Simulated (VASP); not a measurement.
# Cu (I4/mmm) in VASP: relaxation of cell and atoms with PBE

Aim: the relaxation of cell and atoms of Cu with PBE.

Program: VASP 6.6.1. These are calculated values, not measurements. Logs are shortened: lines on timing, memory, paths and dates and some standing lists are left out, and cuts for length are marked.

## 1. The cell of the first run

Symmetry: I4/mmm, No. 139, tetragonal system. The conventional cell has a = 2.599 Å, b = 2.599 Å, c = 3.750 Å, α = 90.00°, β = 90.00°, γ = 90.00°. Within 3.4 Å of Cu (site symmetry 4/mmm) lie 12 Cu at 2.60 to 2.63 Å.

## 2. Relaxation of cell and atoms, PBE

INCAR reads:

```
SYSTEM = Cu
  PREC = Accurate
  ENCUT = 600
  EDIFF = 1E-7
  ISMEAR = -1
  SIGMA = 0.1
  LREAL = .False.
  LASPH = .True.
  NELM = 120
  ALGO = Normal
  ISIF = 3
  LWAVE = .False.
  LCHARG = .False.
  GGA = PE
  IBRION = 2
  NSW = 80
  EDIFFG = -0.01
  GGA_COMPAT = .False.
  NELMIN = 4
```

KPOINTS reads:

```
regular mesh
0
Gamma
  8 8 8
  0 0 0
```

POSCAR reads:

```
Cu
1.0
    0.0000000000      1.8378774422      1.8750050293
    1.8378774422      0.0000000000      1.8750050293
    1.8378774422      1.8378774422      0.0000000000
Cu
1
Direct
    0.0000000000      0.0000000000      0.0000000000
```

Potentials or basis: VASP PAW PBE potentials, release 64 (Cu).

On the command line:

```sh
cat potpaw_PBE.64/Cu/POTCAR > POTCAR
mpirun -np 1 vasp_std > vasp.out
```

OUTCAR:

```text
SYSTEM = Cu
   PREC = Accurate
   ENCUT = 600
   EDIFF = 1E-7
   ISMEAR = -1
   LREAL = .False.
   LASPH = .True.
   NELM = 120
   ISIF = 3
   GGA = PE
   IBRION = 2
   NSW = 80
   EDIFFG = -0.01
   NELMIN = 4

 ion  position               nearest neighbor table
   1  0.000  0.000  0.000-

  LATTYP: Found a body centered tetragonal cell.
 ALAT       =     2.5991512047
 C/A-ratio  =     1.4427825714

  Lattice vectors:

 A1 = (  -1.8378774422,   0.0000000000,   1.8750050293)
 A2 = (   1.8378774422,   0.0000000000,   1.8750050293)
 A3 = (   0.0000000000,   1.8378774422,  -1.8750050293)

Analysis of symmetry for initial positions (statically):
=====================================================================
 Subroutine PRICEL returns:
 Original cell was already a primitive cell.

 Routine SETGRP: Setting up the symmetry group for a
 body centered tetragonal supercell.

 Subroutine GETGRP returns: Found 16 space group operations
 (whereof 16 operations were pure point group operations)
 out of a pool of 16 trial point group operations.

The static configuration has the point symmetry D_4h.

Analysis of symmetry for dynamics (positions and initial velocities):
=====================================================================
 Subroutine PRICEL returns:
 Original cell was already a primitive cell.

 Routine SETGRP: Setting up the symmetry group for a
 body centered tetragonal supercell.

 Subroutine GETGRP returns: Found 16 space group operations
 (whereof 16 operations were pure point group operations)
 out of a pool of 16 trial point group operations.

The dynamic configuration has the point symmetry D_4h.

 Subroutine INISYM returns: Found 16 space group operations
 (whereof 16 operations are pure point group operations),
 and found     1 'primitive' translations

----------------------------------------------------------------------------------------

                                     Primitive cell

  volume of cell :      12.6668

  direct lattice vectors                    reciprocal lattice vectors
     0.000000000  1.837877442  1.875005029    -0.272052961  0.272052961  0.266665951
     1.837877442  0.000000000  1.875005029     0.272052961 -0.272052961  0.266665951
     1.837877442  1.837877442  0.000000000     0.272052961  0.272052961 -0.266665951

  length of vectors
     2.625535632  2.625535632  2.599151205     0.468120024  0.468120024  0.468120024

  position of ions in fractional coordinates (direct lattice)
     0.000000000  0.000000000  0.000000000

  ion indices of the primitive-cell ions
   primitive index   ion index
                 1           1

----------------------------------------------------------------------------------------

 KPOINTS: regular mesh

Automatic generation of k-mesh.
 Grid dimensions read from file:
 generate k-points for:    8    8    8

 Generating k-lattice:

  Cartesian coordinates                     Fractional coordinates (reciprocal lattice)
    -0.034006620  0.034006620  0.033333244     0.125000000 -0.000000000  0.000000000
     0.034006620 -0.034006620  0.033333244    -0.000000000  0.125000000  0.000000000
     0.034006620  0.034006620 -0.033333244     0.000000000  0.000000000  0.125000000

  Length of vectors
     0.058515003  0.058515003  0.058515003

  Shift w.r.t. Gamma in fractional coordinates (k-lattice)
     0.000000000  0.000000000  0.000000000

 Subroutine IBZKPT returns following result:
 ===========================================

 Found     59 irreducible k-points:

 Following reciprocal coordinates:
            Coordinates               Weight
  0.000000  0.000000  0.000000      1.000000
  0.125000  0.000000  0.000000      8.000000
  0.250000  0.000000  0.000000      8.000000
  0.375000  0.000000  0.000000      8.000000
  0.500000  0.000000  0.000000      4.000000
  0.125000  0.125000  0.000000      2.000000
[... 16 lines left out ...]
  0.250000  0.000000  0.125000     16.000000
  0.375000  0.000000  0.125000     16.000000
 [... further k-points ...]
   k-points           NKPTS =     59   k-points in BZ     NKDIM =     59   number of bands    NBANDS=      9
   number of dos      NEDOS =    301   number of ions     NIONS =      1
   total plane-waves  NPLWV =  13824
   dimension x,y,z NGX =    24 NGY =   24 NGZ =   24
   dimension x,y,z NGXF=    48 NGYF=   48 NGZF=   48
   ions per type =               1
   NGX,Y,Z   is equivalent  to a cutoff of  15.20, 15.20, 15.35 a.u.
   NGXF,Y,Z  is equivalent  to a cutoff of  30.39, 30.39, 30.70 a.u.
 SYSTEM =  Cu
   PREC   = accura    normal or accurate (medium, high low for compatibility)
   ISTART =      0    job   : 0-new  1-cont  2-samecut
   ICHARG =      2    charge: 1-file 2-atom 10-const
   ISPIN  =      1    spin polarized calculation?
   LNONCOLLINEAR =      F non collinear calculations
   LSORBIT =      F    spin-orbit coupling
   LASPH  =      T    aspherical Exc in radial PAW
   ENCUT  =  600.0 eV  44.10 Ry    6.64 a.u.   5.24  5.24  5.19*2*pi/ulx,y,z
   NELM   =    120;   NELMIN=  4; NELMDL= -5     # of ELM steps
   EDIFF  = 0.1E-06   stopping-criterion for ELM
   LREAL  =      F    real-space projection
   EDIFFG = -.1E-01   stopping-criterion for IOM
   NSW    =     80    number of steps for IOM
   IBRION =      2    ionic relax: 0-MD 1-quasi-New 2-CG
   NFREE  =      1    steps in history (QN), initial steepest desc. (CG)
   ISIF   =      3    stress and relaxation
   ISYM   =      2    0-nonsym 1-usesym 2-fastsym
   POTIM  = 0.5000    time-step for ionic-motion
   TEBEG  =    0.0;   TEEND  =   0.0 temperature during run
   PSTRESS=    0.0 pullay stress
   NELECT =      11.0000    total number of electrons
   NUPDOWN=      -1.0000    fix difference up-down
   EMIN   =  10.00;   EMAX   =-10.00  energy-range for DOS
   EFERMI =   0.00;   METHOD = LEGACY
   ISMEAR =    -1;   SIGMA  =   0.10  broadening in eV -4-tet -1-fermi 0-gaus
   EFERMI_NEDOS =   21; number of points for ismear=-14 and -15
   IALGO  =     38    algorithm
   IMIX   =      4    mixing-type and parameters
     AMIX     =   0.40;   BMIX     =  1.00
     AMIX_MAG =   1.60;   BMIX_MAG =  1.00
  volume/ion in A,a.u.               =      12.67        85.48
  Fermi-wavevector in a.u.,A,eV,Ry     =   1.561890  2.951545 33.191434  2.439502
  Thomas-Fermi vector in A             =   2.664889
   LORBIT       =      0    0 simple, 1 ext, 2 COOP (PROOUT), +10 PAW based schemes
   GGA     = PE    functional components
   LHFCALC =     F    Hartree Fock is set to
   AEXX    =    0.0000 exact exchange contribution
   IVDW    =     0    specifies the selected vdW correction
   LEPSILON=     F    determine dielectric tensor
   LRPA    =     F    only Hartree local field effects (RPA)
 conjugate gradient relaxation of ions
 non-spin polarized calculation
  energy-cutoff  :      600.00
  volume of cell :       12.67
 maximum number of plane-waves:       444
 NGX is ok and might be reduce to    24
   NGX = 11   NGY = 11   NGZ = 11

--------------------------------------- Ionic step        1  -------------------------------------------

 number of electron      11.0000005 magnetization

 Free energy of the ion-electron system (eV)
  ---------------------------------------------------
  ext. energy  EPLUGINS =         0.00000000
  ---------------------------------------------------
  free energy    TOTEN  =        -3.69490491 eV

  energy without entropy =       -3.67705928  energy(sigma->0) =       -3.68598210

------------------------ aborting loop because EDIFF is reached ----------------------------------------

  FORCE on cell =-STRESS in cart. coord.  units (eV):
  Direction    XX          YY          ZZ          XY          YZ          ZX
  --------------------------------------------------------------------------------------
  -------------------------------------------------------------------------------------
  Total       -0.4492555     -0.4492555     -0.4948696      0.0000000      0.0000000     -0.0000000
  in kB      -56.8248765    -56.8248765    -62.5944565      0.0000000      0.0000000     -0.0000000
  external PRESSURE =     -58.7480698 kB  Pullay stress =       0.0000000 kB
[... 195 lines left out ...]
  energy  without entropy=       -3.6883999952  energy(sigma->0) =       -3.69763606

--------------------------------------- Ionic step        7  -------------------------------------------

 number of electron      10.9999999 magnetization

 Free energy of the ion-electron system (eV)
  ---------------------------------------------------
  ext. energy  EPLUGINS =         0.00000000
  ---------------------------------------------------
  free energy    TOTEN  =        -3.70696381 eV

  energy without entropy =       -3.68851784  energy(sigma->0) =       -3.69774082

 E-fermi :   7.2823     XC(G=0): -12.6022

 val. band max:        7.1683857630   @ k =   0.5000   0.2500   0.1250
 cond. band min:       7.4556724603   @ k =   0.5000   0.0000   0.1250
 fundamental gap:      0.2872866973
 Fermi energy:         7.2823363305

 k-point     1 :       0.0000    0.0000    0.0000
  band No.  band energies     occupation
      1      -1.8664      2.00000
      2       4.3568      2.00000
      3       4.3568      2.00000
      4       4.3667      2.00000
      5       5.1504      2.00000
      6       5.1598      2.00000
      7      29.7451      0.00000
      8      32.2209      0.00000
      9      32.2274      0.00000
[... 265 lines left out ...]
 k-point    24 :       0.3750    0.0000    0.1250
  band No.  band energies     occupation
      1       1.8304      2.00000
      2       3.9886      2.00000
      3       4.3329      2.00000
      4       4.6179      2.00000
      5       5.6037      2.00000
      6       5.7647      2.00000
      7      16.1710      0.00000
      8      25.8320      0.00000
      9      26.4745      0.00000

 [... further k-points ...]

------------------------ aborting loop because EDIFF is reached ----------------------------------------

  FORCE on cell =-STRESS in cart. coord.  units (eV):
  Direction    XX          YY          ZZ          XY          YZ          ZX
  --------------------------------------------------------------------------------------
  -------------------------------------------------------------------------------------
  Total       -0.0066605     -0.0066605     -0.0024464      0.0000000      0.0000000      0.0000000
  in kB       -0.8843797     -0.8843797     -0.3248258      0.0000000      0.0000000      0.0000000
  external PRESSURE =      -0.6978618 kB  Pullay stress =       0.0000000 kB
[... 16 lines left out ...]
  FREE ENERGIE OF THE ION-ELECTRON SYSTEM (eV)
  ---------------------------------------------------
  free  energy   TOTEN  =        -3.7069638058 eV

  energy  without entropy=       -3.6885178373  energy(sigma->0) =       -3.69774082

 reached required accuracy - stopping structural energy minimisation
```

It took 62 s on 1 thread of Intel Xeon 8259CL, shared host; peak memory 0.15 GiB.

Results:

| Quantity | Value |
| --- | --- |
| Free energy | -3.7070 eV |
| Relaxed volume | 12.07 Å³/atom |
| Relaxed cell | a = 2.574 Å, b = 2.574 Å, c = 2.576 Å, α = 59.97°, β = 59.97°, γ = 60.07° |
| Space group after relaxing (to 0.1 Å) | Fm-3m (No. 225) |
| Energy gained by relaxing | 12.1 meV/atom |
| Ionic steps | 7 |
| Pressure after relaxing | -0.1 GPa |
| Band gap on the k mesh | zero (an odd number of electrons rules out a gap without spin polarisation) |

The path:
```tsv
step	energy change (eV)	largest force (eV/Å)	pressure (GPa)	volume (Å³)
1	0.0000	0.0000	-5.87	12.67
2	-0.0099	0.0000	2.70	11.83
3	-0.0118	0.0000	0.03	12.06
4	-0.0118	0.0000	-0.09	12.07
5	-0.0118	0.0000	-0.11	12.07
6	-0.0120	0.0000	-0.10	12.07
7	-0.0121	0.0000	-0.07	12.07
```

Final structure:
```cif
data_structure
_symmetry_space_group_name_H-M 'P 1'
_symmetry_Int_Tables_number 1
_cell_length_a 2.5736
_cell_length_b 2.5736
_cell_length_c 2.5763
_cell_angle_alpha 59.966
_cell_angle_beta 59.966
_cell_angle_gamma 60.068
_cell_volume 12.07
loop_
_atom_site_label
_atom_site_type_symbol
_atom_site_fract_x
_atom_site_fract_y
_atom_site_fract_z
_atom_site_occupancy
Cu1 Cu 0.00000 0.00000 0.00000 1
```

Caveat: the k points lie up to 0.37 Å⁻¹ apart in the final cell, too coarse for converged energies and pressures of a metal.
